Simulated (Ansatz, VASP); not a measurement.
## One calculation of BeTe, two programs

```
CELL_PARAMETERS angstrom
0.00000 2.72304 2.72304
2.72304 0.00000 2.72304
2.72304 2.72304 0.00000
ATOMIC_POSITIONS crystal
Be 0.00000 0.00000 0.00000
Te 0.75000 0.75000 0.75000
```

Change from the starting cell: volume scaled by 0.95.

Alike in both runs: task single point; functional PBE; k mesh 11 × 11 × 11; occupations fermi-dirac, width 0.05 eV; no spin polarisation.

|  | VASP | Ansatz |
| --- | --- | --- |
| version | VASP 6.6.1 | Ansatz 0.2.0 |
| potentials or method | VASP PAW PBE potentials, release 64 (Be, Te), cutoff 520 eV | all-electron LAPW, scalar-relativistic |

```tsv
	VASP	Ansatz	Ansatz less VASP
pressure (GPa)	8.6	8.4	-0.23
```

Ansatz ran all-electron here, and VASP with PAW potentials.

Spin-orbit coupling is off throughout.
